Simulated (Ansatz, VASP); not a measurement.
## Two plane-wave programs on Sb5O

```xyz
6
Lattice="5.6408 0.0000 0.0000 0.0000 5.6408 0.0000 0.0000 0.0000 8.7106" Properties=species:S:1:pos:R:3 pbc="T T T"
Sb    0.0000    2.8204    4.3553
Sb    2.8204    0.0000    4.3553
Sb    0.0000    0.0000    7.3966
Sb    0.0000    0.0000    1.3139
Sb    0.0000    0.0000    4.3553
O     2.8204    2.8204    0.0000
```

Alike in both runs: functional PBE; k mesh 8 × 8 × 6; occupations gaussian, width 0.1 eV; no spin polarisation.

Ansatz relaxed the structure, and its values are those at the end. VASP's run is a single point on that final structure, the one shown.

|  | VASP | Ansatz |
| --- | --- | --- |
| version | VASP 6.6.1 | Ansatz 0.2.0 |
| potentials or method | VASP PAW PBE potentials, release 64 (Sb, O), cutoff 520 eV | scalar-relativistic, plane waves, PAW |
| valence electrons in the cell | 31 | 81 |

Ansatz gave:

| Item | Value |
| --- | --- |
| gap on the k mesh at the Fermi level (eV) | none |
| pressure (GPa) | 0.0 |
| rms of the force components (eV/Å) | 0.000 |

Task: What did VASP give for the same quantities?

Result: gap on the k mesh at the Fermi level (eV): none; pressure (GPa): 0.0; rms of the force components (eV/Å): 0.006.

A gap of «none» marks a metal or a gap that the smearing closes. VASP's potentials hold 31 valence electrons a cell and Ansatz's 81, so a difference there can come from the potentials and not from the codes.

Neither program's run includes spin-orbit coupling.
